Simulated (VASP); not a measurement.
A run of VASP 6.6.1 is set up as follows.

The input INCAR:

```
  PREC = Accurate
  ENCUT = 520
  EDIFF = 1E-7
  ISMEAR = -1
  SIGMA = 0.02
  LREAL = Auto
  LASPH = T
  NELM = 80
  ALGO = Normal
  ISIF = 2
  LWAVE = F
  LCHARG = F
  GGA = PE
  IVDW = 12
  NBANDS = 70
```

Contents of KPOINTS:

```
Automatic mesh
0
Gamma
  1 1 1
```

POSCAR

```
H2CO
1.0
    7.6012920000      0.0000000000      0.0000000000
    0.0000000000      7.6012920000      0.0000000000
    0.0000000000      0.0000000000      7.6012920000
O C H
8 8 16
Direct
    0.9867006819      0.9570083612      1.0183795071
   -0.0365990413      0.4459636599      0.2790578233
    0.5698110269      0.3438231290      0.5951093577
    0.5246081850      0.5848874112      0.0980096541
    0.2712696736      1.0919985708      0.7118526693
    0.6038841818      0.0699486350      1.0936035611
    0.2189364650      0.6302218097      0.7336121280
    0.7002099117      0.7631071139      0.5212929591
    0.9439711039      0.9211065698      0.8678261538
   -0.0121952952      0.2897796848      0.2394724476
    0.6017529652      0.3665955735      0.4413197125
    0.5736130121      0.6983418082     -0.0020785940
    0.3366664509      0.9983171282      0.6068442049
    0.5580104014      0.1534607538      0.9701245525
    0.2401039192      0.5136889887      0.6309979935
    0.7819328609      0.8141905350      0.3962615829
    0.9111608921      1.0271148642      0.7666854529
    0.9500095510      0.7823801533      0.8191370625
    0.0223383078      0.1940854265      0.3413367096
   -0.0254430431      0.2375911884      0.1007591867
    0.5598127266      0.4796947677      0.3705028040
    0.6615717433      0.2661652782      0.3551106838
    0.7160230129      0.7181805409     -0.0388881259
    0.4785107584      0.7989562827     -0.0555958119
    0.2731903997      0.9418925099      0.4899693368
    0.4707226087      0.9432343870      0.6163952128
    0.5123734228      0.2971863204      0.9860692103
    0.5808617798      0.1149936090      0.8315691596
    0.2521018795      0.5192275208      0.4887458606
    0.2672308865      0.3660956585      0.6737407272
    0.8161770394      0.9642834402      0.3787777131
    0.8293063863      0.7337305290      0.2866881051
```

Potentials or basis: VASP PAW PBE potentials, release 64 (O, C, H).

Run with:

```console
$ cat potpaw_PBE.64/O/POTCAR potpaw_PBE.64/C/POTCAR potpaw_PBE.64/H/POTCAR > POTCAR
$ mpirun -np 1 vasp_gam > vasp.out
```

(1) What does it give for the band gap on the k mesh?

(2) What does it give for the largest force?

(3) Predict the dispersion energy per atom.

## Answers

(1) 2.98 eV.

(2) 4.220 eV/Å.

(3) -0.041 eV.

Caveat: the k points lie up to 0.83 Å⁻¹ apart.
